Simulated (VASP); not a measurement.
Here is a VASP 6.6.1 calculation.

INCAR

```
SYSTEM = InO
  PREC = Accurate
  ENCUT = 520
  EDIFF = 1E-6
  ISMEAR = 0
  SIGMA = 0.03
  LREAL = .FALSE.
  LASPH = .TRUE.
  NELM = 100
  ALGO = Normal
  ISIF = 2
  LWAVE = .FALSE.
  LCHARG = .FALSE.
  GGA = PE
  NBANDS = 27
```

KPOINTS

```
regular mesh
0
G
  12 12 2
  0 0 0
```

POSCAR

```
InO
1.0
    3.4536138013      0.0000000000      0.0000000000
   -1.7268069007      2.9909172868      0.0000000000
    0.0000000000      0.0000000000     15.2420160000
In O
2 2
Direct
    0.6666666667      0.3333333333      0.5900210000
    0.6666666667      0.3333333333      0.4099790000
    0.0000000000      0.0000000000      0.6398670000
    0.0000000000      0.0000000000      0.3601330000
```

Potentials or basis: VASP PAW PBE potentials, release 64 (In_d, O).

The run is started by

```bash
$ cat potpaw_PBE.64/In_d/POTCAR potpaw_PBE.64/O/POTCAR > POTCAR
$ mpirun -np 1 vasp_std > vasp.out
```

Problem. What does it give for the largest force?

Solution. 0.365 eV/Å.

Problem. Estimate the band gap on the k mesh.

Solution. 0.49 eV (least direct gap 1.16 eV).

Forces in eV/Å, atoms in the order of the input:
```
In   0.000  0.000  0.365
In   0.000  0.000 -0.365
O    0.000  0.000  0.260
O    0.000  0.000 -0.260
```

Caveat: the cell differs from its parent crystal (strain +0.000 along x and y, -0.040 along z); spin-orbit coupling is left out, which moves the levels of the heavy elements.
